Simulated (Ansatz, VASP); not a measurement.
SbRu2: VASP beside Ansatz

```
Sb Ru
1.0
     0.00000    3.03244    3.03244
     3.03244    0.00000    3.03244
     3.03244    3.03244    0.00000
Sb Ru
1 2
Cartesian
  0.0000 0.0000 0.0000
  1.5162 1.5162 1.5162
  4.5487 4.5487 4.5487
```

Alike in both runs: task relaxation of cell and atoms; functional PBE; k mesh 14 × 14 × 14; occupations gaussian, width 0.1 eV; no spin polarisation.

|  | VASP | Ansatz |
| --- | --- | --- |
| version | VASP 6.6.1 | Ansatz 0.2.0 |
| potentials or method | VASP PAW PBE potentials, release 64 (Sb, Ru_pv), cutoff 600 eV | scalar-relativistic, plane waves, PAW |
| valence electrons in the cell | 33 | 47 |

```csv
,VASP,Ansatz,Ansatz less VASP
"gap on the k mesh at the Fermi level, each at its own relaxed structure (eV)",none,none,-
relaxed volume (Å³/atom),18.53,18.57,+0.032
relaxed cell length with the largest relative difference (Å),4.284,4.287,+0.0025
```

A gap of «none» marks a metal or a gap that the smearing closes. VASP's potentials hold 33 valence electrons a cell and Ansatz's 47, so a difference there can come from the potentials and not from the codes.

Spin-orbit coupling is off throughout.
